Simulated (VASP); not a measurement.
# MoS2 (P1) in VASP: a series of runs

The runs below take MoS2 through single point, with PBE.

Everything below comes from runs of VASP 6.6.1. Logs are shortened: lines on timing, memory, paths and dates and some standing lists are left out, and cuts for length are marked.

### 1 The cell of the first run

The typed cell holds 24 atoms: a = 6.442 Å, b = 5.579 Å, c = 12.526 Å, α = 90.00°, β = 90.00°, γ = 90.00°.

### 2 Single point, PBE

Contents of INCAR:

```
  PREC = Accurate
  ENCUT = 520
  EDIFF = 1E-6
  ISMEAR = -1
  SIGMA = 0.3
  LREAL = Auto
  LASPH = True
  NELM = 100
  ALGO = Normal
  ISIF = 2
  LWAVE = False
  LCHARG = False
  GGA = PE
  NBANDS = 122
```

Contents of KPOINTS:

```
regular mesh
0
Gamma
  2 3 1
```

Contents of POSCAR:

```
MoS2
1.0
   -3.2209600000     -5.5788660000      0.0000000000
    4.8314400000     -2.7894330000      0.0000000000
    0.0000000000      0.0000000000     12.5260690000
Mo S
8 16
Direct
    0.4795150756      0.3188281088      0.2786109513
    0.5153086421      0.7638692655      0.7723332835
    0.2034860932      0.7832697015      0.2665161752
    0.2142018808      0.1429668360      0.7516723722
    0.0255290676      0.3461552054      0.2590038423
   -0.0004169508      0.6434017639      0.7471857292
    0.7145069443      0.7981053862      0.2558584022
    0.7048579437      0.2050567206      0.7416213339
    0.5193998880      0.4413935107      0.6539322113
    0.4417196588      0.6246090922      0.1274621751
    0.4994512691      0.2953389796      0.9037951172
    0.4722257185      0.6283054638      0.3939943170
    0.2479790908      0.8003267623      0.6199949881
    0.2576414987      0.0721840614      0.1226641814
    0.2251811639      0.8174580501      0.8637905475
    0.2518284769      0.1510997655      0.3938825501
   -0.0318102192      0.2735914254      0.6231324448
   -0.0749087287      0.6843346872      0.1240453010
   -0.0332984079      0.2710469674      0.8865430966
   -0.0498140021      0.7301862575      0.3859870164
    0.6654968404      0.8993879057      0.5868960166
    0.7431521375      0.1444213958      0.1564497210
    0.8234124636      0.8315282005      0.8692351926
    0.7068209606      0.1588640325      0.3885816053
```

Potentials or basis: VASP PAW PBE potentials, release 64 (Mo_sv, S).

On the command line:

```
> cat potpaw_PBE.64/Mo_sv/POTCAR potpaw_PBE.64/S/POTCAR > POTCAR
> mpirun -np 1 vasp_std > vasp.out
```

OUTCAR:

```text
PREC = Accurate
   ENCUT = 520
   EDIFF = 1E-6
   ISMEAR = -1
   LREAL = Auto
   LASPH = True
   NELM = 100
   ISIF = 2
   GGA = PE

 ion  position               nearest neighbor table
   1  0.480  0.319  0.279-  24 2.20  12 2.25  16 2.26  22 2.48  10 2.56  14 2.78   5 2.94   7 3.09
                             3 3.15   7 3.29   3 3.48
   2  0.515  0.764  0.772-  15 2.21   9 2.33  23 2.36  13 2.58  21 2.63   8 2.77   4 2.88  11 3.09
                             6 3.21   8 3.37   6 3.40
   3  0.203  0.783  0.267-  20 2.23  14 2.44  10 2.48  12 2.51  18 2.59  16 2.62   5 2.70   1 3.15
                             7 3.15   7 3.30   5 3.34   1 3.48
   4  0.214  0.143  0.752-  15 2.30  17 2.37  19 2.43  13 2.53  11 2.78   9 2.85   2 2.88   6 3.11
                             6 3.12   8 3.18   8 3.30
   5  0.026  0.346  0.259-  16 2.48  22 2.50  18 2.61   3 2.70  20 2.71  14 2.74  24 2.82   1 2.94
                             7 3.22   3 3.34
   6  1.000  0.643  0.747-  23 2.17  15 2.28  13 2.42  17 2.59  19 2.72   8 3.10   4 3.11   4 3.12
                             2 3.21   2 3.40
   7  0.715  0.798  0.256-  18 2.23  20 2.26  22 2.31  12 2.52  10 2.57  24 2.61   1 3.09   3 3.15
                             5 3.22   1 3.29   3 3.30
   8  0.705  0.205  0.742-   9 2.09  17 2.29  11 2.48  19 2.51  21 2.59  23 2.74   2 2.77   6 3.10
                             4 3.18   4 3.30   2 3.37
   9  0.519  0.441  0.654-   8 2.09   2 2.33  13 2.69   4 2.85
  10  0.442  0.625  0.127-   3 2.48   1 2.56   7 2.57  14 2.76
  11  0.499  0.295  0.904-   8 2.48   4 2.78   2 3.09
  12  0.472  0.628  0.394-   1 2.25   3 2.51   7 2.52
  13  0.248  0.800  0.620-   6 2.42   4 2.53   2 2.58   9 2.69  21 2.78
  14  0.258  0.072  0.123-   3 2.44   5 2.74  10 2.76   1 2.78
  15  0.225  0.817  0.864-   2 2.21   6 2.28   4 2.30  23 2.59
  16  0.252  0.151  0.394-   1 2.26   5 2.48   3 2.62
  17  0.968  0.274  0.623-   8 2.29   4 2.37   6 2.59
  18  0.925  0.684  0.124-   7 2.23   3 2.59   5 2.61
  19  0.967  0.271  0.887-   4 2.43   8 2.51  23 2.63   6 2.72
  20  0.950  0.730  0.386-   3 2.23   7 2.26   5 2.71
  21  0.665  0.899  0.587-   8 2.59   2 2.63  13 2.78
  22  0.743  0.144  0.156-   7 2.31   1 2.48   5 2.50
  23  0.823  0.832  0.869-   6 2.17   2 2.36  15 2.59  19 2.63   8 2.74
  24  0.707  0.159  0.389-   1 2.20   7 2.61   5 2.82

  LATTYP: Found a simple orthorhombic cell.
 ALAT       =     5.5788662769
 B/A-ratio  =     1.1547005002
 C/A-ratio  =     2.2452714187

  Lattice vectors:

 A1 = (  -4.8314400000,   2.7894330000,   0.0000000000)
 A2 = (  -3.2209600000,  -5.5788660000,   0.0000000000)
 A3 = (   0.0000000000,   0.0000000000,  12.5260690000)

Analysis of symmetry for initial positions (statically):
=====================================================================
 Subroutine PRICEL returns:
 Original cell was already a primitive cell.

 Routine SETGRP: Setting up the symmetry group for a
 simple orthorhombic supercell.

 Subroutine GETGRP returns: Found  1 space group operations
 (whereof  1 operations were pure point group operations)
 out of a pool of  8 trial point group operations.

The static configuration has the point symmetry C_1 .

Analysis of symmetry for dynamics (positions and initial velocities):
=====================================================================
 Subroutine PRICEL returns:
 Original cell was already a primitive cell.

 Routine SETGRP: Setting up the symmetry group for a
 simple orthorhombic supercell.

 Subroutine GETGRP returns: Found  1 space group operations
 (whereof  1 operations were pure point group operations)
 out of a pool of  8 trial point group operations.

The dynamic configuration has the point symmetry C_1 .

 Subroutine INISYM returns: Found  1 space group operations
 (whereof  1 operations are pure point group operations),
 and found     1 'primitive' translations

----------------------------------------------------------------------------------------

                                     Primitive cell

  volume of cell :     450.1695

[... 41 lines left out ...]
   NELECT =     208.0000    total number of electrons
   NUPDOWN=      -1.0000    fix difference up-down
   EMIN   =  10.00;   EMAX   =-10.00  energy-range for DOS
   EFERMI =   0.00;   METHOD = LEGACY
   ISMEAR =    -1;   SIGMA  =   0.30  broadening in eV -4-tet -1-fermi 0-gaus
   EFERMI_NEDOS =   21; number of points for ismear=-14 and -15
   IALGO  =     38    algorithm
   IMIX   =      4    mixing-type and parameters
     AMIX     =   0.40;   BMIX     =  1.00
     AMIX_MAG =   1.60;   BMIX_MAG =  1.00
  volume/ion in A,a.u.               =      18.76       126.58
  Fermi-wavevector in a.u.,A,eV,Ry     =   1.265622  2.391678 21.793790  1.601798
  Thomas-Fermi vector in A             =   2.398865
   LORBIT       =      0    0 simple, 1 ext, 2 COOP (PROOUT), +10 PAW based schemes
   GGA     = PE    functional components
   LHFCALC =     F    Hartree Fock is set to
   AEXX    =    0.0000 exact exchange contribution
   IVDW    =     0    specifies the selected vdW correction
   LEPSILON=     F    determine dielectric tensor
   LRPA    =     F    only Hartree local field effects (RPA)
 non-spin polarized calculation
  energy-cutoff  :      520.00
  volume of cell :      450.17
 maximum number of plane-waves:     12140
 NGX is ok and might be reduce to    48
   NGX = 23   NGY = 21   NGZ = 47

 number of electron     208.0000003 magnetization

 Free energy of the ion-electron system (eV)
  ---------------------------------------------------
  ext. energy  EPLUGINS =         0.00000000
  ---------------------------------------------------
  free energy    TOTEN  =      -161.73874471 eV

  energy without entropy =     -158.68806265  energy(sigma->0) =     -160.21340368

 E-fermi :   6.9853     XC(G=0): -10.5712

 val. band max:        6.8238381666   @ k =   0.0000   0.0000   0.0000
 cond. band min:       7.1675155401   @ k =   0.0000   0.0000   0.0000
 fundamental gap:      0.3436773735
 Fermi energy:         6.9853291044

 k-point     1 :       0.0000    0.0000    0.0000
  band No.  band energies     occupation
      1     -54.5725      2.00000
      2     -54.5418      2.00000
      3     -54.5333      2.00000
      4     -54.5035      2.00000
      5     -54.4928      2.00000
      6     -54.4537      2.00000
[... 108 lines left out ...]
    115       8.4308      0.01603
    116       8.4792      0.01366
[... 355 lines left out ...]
    115       8.4756      0.01382
    116       8.5568      0.01056
 [bands above 116 left out]

------------------------ aborting loop because EDIFF is reached ----------------------------------------

  FORCE on cell =-STRESS in cart. coord.  units (eV):
  Direction    XX          YY          ZZ          XY          YZ          ZX
  --------------------------------------------------------------------------------------
  -------------------------------------------------------------------------------------
  Total       13.8773338     10.0108891      1.8164100      6.2036568     10.0874187     -3.6032387
  in kB       49.3901744     35.6292908      6.4647007     22.0791470     35.9016637    -12.8241194
  external PRESSURE =      30.4947219 kB  Pullay stress =       0.0000000 kB

 VOLUME and BASIS-vectors are now :
 -----------------------------------------------------------------------------
  energy-cutoff  :      520.00
  volume of cell :      450.17
      direct lattice vectors                 reciprocal lattice vectors
    -3.220960000 -5.578866000  0.000000000    -0.077616611 -0.134435923  0.000000000
     4.831440000 -2.789433000  0.000000000     0.155233222 -0.089623949  0.000000000
     0.000000000  0.000000000 12.526069000     0.000000000  0.000000000  0.079833506

 POSITION                                       TOTAL-FORCE (eV/Angst)
 -----------------------------------------------------------------------------------
     -0.00410     -3.56450      3.48990        -0.062103      0.878828     -5.051422
      2.03080     -5.00560      9.67430        -2.445120      0.116589     -1.948606
      3.12890     -3.32010      3.33840         1.009111     -3.601990     -2.153555
      0.00080     -1.59380      9.41550         0.280924     -1.564481      0.075562
      1.59020     -1.10800      3.24430        -0.036882      3.135350      0.748045
     -0.11106     -7.37127      9.35930        -2.412348      0.593854     -2.456922
[... 16 lines left out ...]
      1.36530     -6.91320     10.88810         2.304613      2.353820      1.848033
     -1.50910     -4.38640      4.86740        -2.092310     -2.237876      0.502771
 -----------------------------------------------------------------------------------
    total drift:                               -0.005407     -0.001300     -0.007342

  FREE ENERGIE OF THE ION-ELECTRON SYSTEM (eV)
  ---------------------------------------------------
  free  energy   TOTEN  =      -161.7387447121 eV

  energy  without entropy=     -158.6880626500  energy(sigma->0) =     -160.21340368
```

It took 8.7 min on 1 thread of Intel Xeon Platinum 8259CL at 2.50GHz (Skylake/Cascade Lake), shared host; peak memory 0.5 GiB.

Results:

| Quantity | Value |
| --- | --- |
| Free energy | -161.7387 eV |
| Pressure | 3.0 GPa |
| Largest force | 5.128 eV/Å |
| Band gap on the k mesh | 0.34 eV |

Forces on the atoms (eV/Å):
```
Mo  -0.062  0.879 -5.051
Mo  -2.445  0.117 -1.949
Mo   1.009 -3.602 -2.154
Mo   0.281 -1.564  0.076
Mo  -0.037  3.135  0.748
Mo  -2.412  0.594 -2.457
Mo   1.955  1.386  1.273
Mo  -4.036  0.348  2.662
S    1.872  2.102 -2.135
S   -0.819 -0.340  1.674
S    0.901  0.486 -1.719
S    1.563 -0.535 -0.228
S    1.827  0.273  1.059
S    2.159 -0.282  2.096
S   -0.250 -0.369  2.819
S    0.378  2.095 -0.404
S    0.783 -2.313 -0.415
S   -2.693 -1.156 -0.049
S    1.224 -1.135 -1.701
S   -2.700  1.371  1.877
S   -0.065 -0.787  2.546
S    1.356 -0.818 -0.920
S    2.305  2.354  1.848
S   -2.092 -2.238  0.503
```

Levels at points of the mesh, in eV from the valence-band top:
```tsv
k point	band 101	band 102	band 103	band 104	band 105	band 106	band 107	band 108
(0.00, 0.00, 0.00)	-0.47	-0.14	-0.03	0.00	0.34	0.68	0.84	1.05
(0.50, 0.00, 0.00)	-0.49	-0.26	-0.16	-0.06	0.44	0.53	0.67	0.94
```

Caveat: the k points lie up to 0.50 Å⁻¹ apart; an odd mesh through Γ misses points on the zone boundary, where band edges can lie; forces of over 1 eV/Å act on the atoms, so gaps and moduli don't describe the material at rest.

### 3 Single point, PBE

Contents of INCAR:

```
SYSTEM = MoS2
PREC     = Accurate       ! precision mode
ENCUT    = 520            ! plane-wave cutoff, eV
EDIFF    = 1E-6           ! SCF threshold, eV
ISMEAR   = -1             ! smearing method
SIGMA    = 0.3            ! smearing width, eV
LREAL    = Auto         
LASPH    = .TRUE.         ! aspherical terms in the spheres
NELM     = 100            ! most SCF steps
ALGO     = Normal         ! electronic algorithm
ISIF     = 2              ! what is computed and relaxed
LWAVE    = .FALSE.        ! write WAVECAR
LCHARG   = .FALSE.        ! write CHGCAR
GGA      = PE             ! functional
NBANDS   = 122            ! bands
```

Contents of KPOINTS:

```
Automatic mesh
0
G
  2 3 1
  0 0 0
```

Contents of POSCAR:

```
MoS2
1.0
   -3.2209600000     -5.5788660000      0.0000000000
    4.8314400000     -2.7894330000      0.0000000000
    0.0000000000      0.0000000000     12.5260690000
Mo S
8 16
Direct
    0.4222266193      0.2270906917      0.2760163624
    0.4894536241      0.6809999803      0.7694113772
    0.1532133793      0.7176523285      0.2517948767
    0.1962824783      0.2526199251      0.7742572710
   -0.0839152595      0.3031626815      0.2783634674
    0.0079795431      0.6455015045      0.7507862203
    0.6370610144      0.7687662571      0.2526969954
    0.7223762816      0.2957803694      0.7685890921
    0.4644337136      0.4344920798      0.6451824591
    0.4248363323      0.5564553907      0.1430935755
    0.4418057825      0.2527484049      0.9331179638
    0.5323703339      0.6234877284      0.3948884522
    0.2125747793      0.8944734616      0.6636878657
    0.1337963020      0.0967108226      0.1348627411
    0.2229601827      0.8446644955      0.9070363575
    0.1257670793      0.0253321436      0.3885416885
   -0.0395993502      0.3601518547      0.6402407651
   -0.1112246260      0.6343967696      0.1234385664
   -0.0390096155      0.3874728009      0.9160016602
   -0.0549656378      0.6415805390      0.3985927269
    0.7294098466      0.8260891037      0.6381411439
    0.6472595570      0.1287808899      0.1594833942
    0.8110432525      0.8440419160      0.8686923248
    0.6464386653      0.0865069386      0.4129627579
```

Potentials or basis: VASP PAW PBE potentials, release 64 (Mo_sv, S).

On the command line:

```
> cat potpaw_PBE.64/Mo_sv/POTCAR potpaw_PBE.64/S/POTCAR > POTCAR
> mpirun -np 1 vasp_std > vasp.out
```

Run time: 7.4 min. Hardware: 1 thread of Intel Xeon Platinum 8259CL at 2.50GHz (Skylake/Cascade Lake), shared host; peak memory 0.5 GiB.

Results (log left out):

```
Free energy            : -159.3359 eV
Pressure               : 5.6 GPa
Largest force          : 6.739 eV/Å
Band gap on the k mesh : zero (bands 104 and 105 overlap by 0.03 eV)
```

Forces on the atoms (eV/Å):
```
Mo   4.474  1.731  2.314
Mo   4.270 -2.206  4.723
Mo   1.608 -1.494 -0.258
Mo  -3.378 -0.702  1.887
Mo  -1.621  1.744 -0.960
Mo   3.486 -1.977  3.928
Mo  -0.745 -3.910 -1.555
Mo  -3.570  3.714  2.027
S   -3.500  2.864 -2.840
S    0.807  1.394 -0.301
S    0.460 -0.820 -2.049
S   -0.701  5.288  3.559
S    0.141 -2.409 -2.093
S   -0.359 -0.772  1.922
S   -0.320 -1.321 -1.092
S    1.166 -2.549 -0.930
S   -2.264  1.284 -4.360
S   -1.078  0.032  1.372
S   -0.353  0.140 -1.763
S   -1.384  1.325 -0.528
S    1.334 -0.690  0.281
S   -2.158 -2.091 -2.736
S    3.245  2.255  0.964
S    0.441 -0.832 -1.514
```

Stress tensor (GPa, compression positive):
```
 6.67 -2.74  4.98
-2.74  4.85  1.96
 4.98  1.96  5.30
```

Levels at points of the mesh, in eV from the Fermi level:
```
           k point  band 101  band 102  band 103  band 104  band 105  band 106  band 107  band 108
(0.00, 0.00, 0.00)     -0.58     -0.29     -0.27      0.04      0.32      0.45      0.70      0.79
(0.50, 0.00, 0.00)     -0.53     -0.46     -0.24     -0.16      0.11      0.20      0.58      0.63
```

Caveat: the k points lie up to 0.50 Å⁻¹ apart; so wide a smearing shifts energies and pressures; forces of over 1 eV/Å act on the atoms, so gaps and moduli don't describe the material at rest.

### 4 Single point, PBE

Contents of INCAR:

```
ALGO     = Normal         # electronic algorithm
EDIFF    = 1E-6           # SCF threshold, eV
ENCUT    = 520            # plane-wave cutoff, eV
GGA      = PE             # functional
ISIF     = 2              # what is computed and relaxed
ISMEAR   = -1             # smearing method
LASPH    = T              # aspherical terms in the spheres
LCHARG   = F              # write CHGCAR
LREAL    = Auto         
LWAVE    = F              # write WAVECAR
NBANDS   = 122            # bands
NELM     = 100            # most SCF steps
PREC     = Accurate       # precision mode
SIGMA    = 0.3            # smearing width, eV
```

Contents of KPOINTS:

```
k-points
0
Gamma
  2 3 1
```

Contents of POSCAR:

```
MoS2
1.0
   -3.2209600000     -5.5788660000      0.0000000000
    4.8314400000     -2.7894330000      0.0000000000
    0.0000000000      0.0000000000     12.5260690000
Mo S
8 16
Direct
    0.4463819600      0.2234485863      0.2241166003
    0.4285275475      0.7027242581      0.7911979409
    0.1761177928      0.7957396482      0.2365706272
    0.1447230109      0.1816533020      0.7999077763
   -0.0833211023      0.2754098286      0.2749465934
   -0.0331994294      0.6877796197      0.7593204221
    0.6938271959      0.7932189254      0.2381034305
    0.6873117489      0.1699914830      0.7696349110
    0.4188417082      0.3728851830      0.6513535891
    0.4563544064      0.6442384235      0.1113198402
    0.4210480241      0.3165265105      0.8973206199
    0.4742246437      0.6372134619      0.3302552461
    0.2111639465      0.9188048749      0.6744494222
    0.1691796244      0.1657933873      0.1167325519
    0.1887343675      0.8404131787      0.9140696894
    0.2505787278      0.0552638673      0.3856357489
   -0.0338788272      0.3536580507      0.6727569519
   -0.0184977516      0.5687164659      0.1010772015
   -0.1083070610      0.4190566972      0.8901116543
   -0.0609746859      0.6534910866      0.3856756657
    0.6406902017      0.8422411355      0.6442883238
    0.7462072437      0.1770287292      0.1288353114
    0.6932612591      0.8236399055      0.9008652276
    0.7142144383      0.0425869176      0.4231095965
```

On the command line:

```
> cat potpaw_PBE.64/Mo_sv/POTCAR potpaw_PBE.64/S/POTCAR > POTCAR
> mpirun -np 1 vasp_std > vasp.out
```

Run time: 9.6 min. Hardware: 1 thread of Intel Xeon Platinum 8259CL at 2.50GHz (Skylake/Cascade Lake), shared host; peak memory 0.51 GiB.

Results (log left out):

```
Free energy            : -161.2563 eV
Pressure               : 4.2 GPa
Largest force          : 8.315 eV/Å
Band gap on the k mesh : 0.18 eV (least direct gap 0.31 eV)
```

Forces in eV/Å, atoms in the order of the input:
```
Mo   2.562 -0.891  2.286
Mo  -1.827  0.797 -1.844
Mo  -0.596 -0.644 -0.051
Mo  -0.432 -3.530  1.137
Mo  -1.254 -2.259  1.625
Mo   4.852  1.164  3.123
Mo  -0.430 -6.924 -2.665
Mo   1.588  1.024  0.604
S   -0.403 -0.220  1.580
S   -0.232  1.019  0.063
S    0.537 -1.876  0.675
S   -1.234  6.815  4.601
S   -2.217  1.178 -3.371
S   -1.398  0.690  0.966
S    0.475  0.986  0.155
S    1.952 -0.105 -1.432
S   -0.155  2.762 -5.507
S    2.158 -0.071  2.521
S   -2.649  1.306  1.703
S   -1.198  0.279 -1.939
S   -0.993 -1.642  0.687
S   -1.126  2.825 -1.520
S    0.974 -1.584 -0.599
S    1.047 -1.101 -2.798
```

Stress tensor (GPa, compression positive):
```
 2.11 -0.02  1.84
-0.02  5.42 -2.56
 1.84 -2.56  4.99
```

Levels at points of the mesh, in eV from the valence-band top:
```
           k point  band 102  band 103  band 104  band 105  band 106  band 107
(0.00, 0.00, 0.00)     -0.29     -0.20      0.00      0.32      0.70      0.89
(0.50, 0.00, 0.00)     -0.55     -0.28     -0.13      0.18      0.41      0.49
```

Caveat: the k points lie up to 0.50 Å⁻¹ apart; an odd mesh through Γ misses points on the zone boundary, where band edges can lie; forces of over 1 eV/Å act on the atoms, so gaps and moduli don't describe the material at rest.

### 5 Overview

| cell | gap on the mesh (eV) | pressure (GPa) | largest force (eV/Å) |
| --- | --- | --- | --- |
| as given, atomic positions A | 0.34 | 3.0 | 5.13 |
| as given, atomic positions B | none | 5.6 | 6.74 |
| as given, atomic positions C | 0.18 | 4.2 | 8.32 |

Alike in all rows: task single point; level PBE; potentials or basis VASP PAW PBE potentials, release 64 (Mo_sv, S); no spin polarisation; k mesh 2 × 3 × 1; cutoff (eV) 520; smearing fermi-dirac 0.3 eV.

Caveats: all runs use coarse meshes; forces of over 1 eV/Å act on the atoms, so gaps and moduli don't describe the material at rest; an odd mesh through Γ misses points on the zone boundary, where band edges can lie (at least some runs); so wide a smearing shifts energies and pressures (at least some runs).

Absolute energies hang on the potentials; compare differences alone.
